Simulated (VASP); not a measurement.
Here is a VASP 6.6.1 calculation.

INCAR

```
  ALGO = Normal
  EDIFF = 1E-7
  ENCUT = 520
  GGA = PS
  ISIF = 2
  ISMEAR = 0
  LASPH = True
  LCHARG = False
  LREAL = Auto
  LWAVE = False
  NBANDS = 118
  NELM = 60
  PREC = Accurate
  SIGMA = 0.1
```

Contents of KPOINTS:

```
k-points
0
Gamma
  3 3 3
```

Contents of POSCAR:

```
MoW14
1.0
    6.3200000000      0.0000000000      0.0000000000
    0.0000000000      6.3200000000      0.0000000000
    0.0000000000      0.0000000000      6.3200000000
Mo W
1 14
Direct
   -0.0472250000      0.0467568038     -0.0475452532
    0.4953444620     -0.0037047468      0.0029164557
    0.0032365506      0.5041873418      0.0029164557
    0.0032365506     -0.0037049051      0.4950242089
    0.2482963608      0.2502066456      0.2479762658
    0.5029539557      0.4965778481     -0.0004610759
    0.5029539557     -0.0003273734      0.5026337025
    0.7451425633      0.2543892405      0.2550794304
   -0.0001409810      0.4965778481      0.5026338608
    0.2469620253      0.7525697785      0.2466419304
    0.2553995253      0.2543890823      0.7448224684
    0.5036412975      0.4958903481      0.5033212025
    0.7493251582      0.7512352848      0.2479762658
    0.2482963608      0.7512352848      0.7490049051
    0.7451425633      0.7441322785      0.7448224684
```

Potentials or basis: VASP PAW PBE potentials, release 64 (Mo_sv, W_sv).

Launch:

```bash
$ cat potpaw_PBE.64/Mo_sv/POTCAR potpaw_PBE.64/W_sv/POTCAR > POTCAR
$ mpirun -np 1 vasp_std > vasp.out
```

Task: Estimate the pressure.

Result: -8.0 GPa.

Task: Estimate the largest force.

Result: 2.030 eV/Å.

Forces in eV/Å, atoms in the order of the input:
```
Mo   1.172 -1.172  1.172
W   -0.092  0.096 -0.096
W   -0.096  0.092 -0.096
W   -0.096  0.096 -0.092
W   -0.088  0.071 -0.088
W   -0.124  0.124 -0.038
W   -0.124  0.038 -0.124
W   -0.072  0.072 -0.190
W   -0.038  0.124 -0.124
W   -0.049  0.049 -0.049
W   -0.190  0.072 -0.072
W    0.029 -0.029  0.029
W   -0.071  0.088 -0.088
W   -0.088  0.088 -0.071
W   -0.072  0.190 -0.072
```

Caveat: the PAW data sets were made with another functional, which shifts forces and pressure a little.
